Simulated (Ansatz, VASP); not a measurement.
## Two plane-wave programs on Ca

```
CELL_PARAMETERS angstrom
-2.24846 2.24846 2.23919
2.24846 -2.24846 2.23919
2.24846 2.24846 -2.23919
ATOMIC_POSITIONS crystal
Ca 0.50000 0.50000 0.00000
```

Alike in both runs: task single point; functional PBE; k mesh 12 × 12 × 12; occupations gaussian, width 0.05 eV; no spin polarisation.

|  | VASP | Ansatz |
| --- | --- | --- |
| version | VASP 6.6.1 | Ansatz 0.2.0 |
| potentials or method | VASP PAW PBE potentials, release 64 (Ca_sv), cutoff 520 eV | scalar-relativistic, plane waves, PAW |
| valence electrons in the cell | 10 | 10 |

|  | VASP | Ansatz | Ansatz less VASP |
| --- | --- | --- | --- |
| gap on the k mesh at the Fermi level (eV) | none | none | - |
| pressure (GPa) | -1.1 | -1.1 | -0.01 |

A gap of «none» marks a metal or a gap that the smearing closes.
